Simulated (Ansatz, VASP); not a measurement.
Two plane-wave programs on CuO2

```
CELL_PARAMETERS angstrom
2.38169 0.00000 0.00000
0.00000 5.96597 0.00000
0.00000 0.00000 7.50230
ATOMIC_POSITIONS crystal
Cu 0.00000 0.50000 0.00000
O 0.00000 0.50000 0.41864
O 0.00000 0.50000 0.58136
```

Alike in both runs: functional PBE; dispersion D3(BJ); k mesh 8 × 4 × 4; occupations gaussian, width 0.1 eV; collinear spin; Hubbard terms Cu d U = 4.0 eV.

Ansatz relaxed the structure, and its values are those at the end. VASP's run is a single point on that final structure, the one shown.

```csv
,VASP,Ansatz
version,VASP 6.6.1,Ansatz 0.2.0
potentials or method,"VASP PAW PBE potentials, release 64 (Cu, O), cutoff 520 eV","scalar-relativistic, plane waves, PAW"
valence electrons in the cell,23,31
```

Ansatz gave:

* gap on the k mesh at the Fermi level (eV): none
* pressure (GPa): 0.0
* rms of the force components (eV/Å): 0.008
* net moment per atom (μB): 0.35
* size of the moment on the site where the two differ most (μB): 0.33

Task: Estimate VASP's values.

Result: gap on the k mesh at the Fermi level (eV): none; pressure (GPa): 0.6; rms of the force components (eV/Å): 0.606; net moment per atom (μB): 0.34; size of the moment on the site where the two differ most (μB): 0.47.

Site moments also hang on the region over which each program counts them. The programs project onto different local orbitals, so the same U acts differently, and such runs can settle in different states. A gap of «none» marks a metal or a gap that the smearing closes. VASP's potentials hold 23 valence electrons a cell and Ansatz's 31, so a difference there can come from the potentials and not from the codes. Ansatz's warnings: filled band counts differ across k points.

Noted on VASP's run: the standard files for N, O and F lose accuracy on very short bonds.
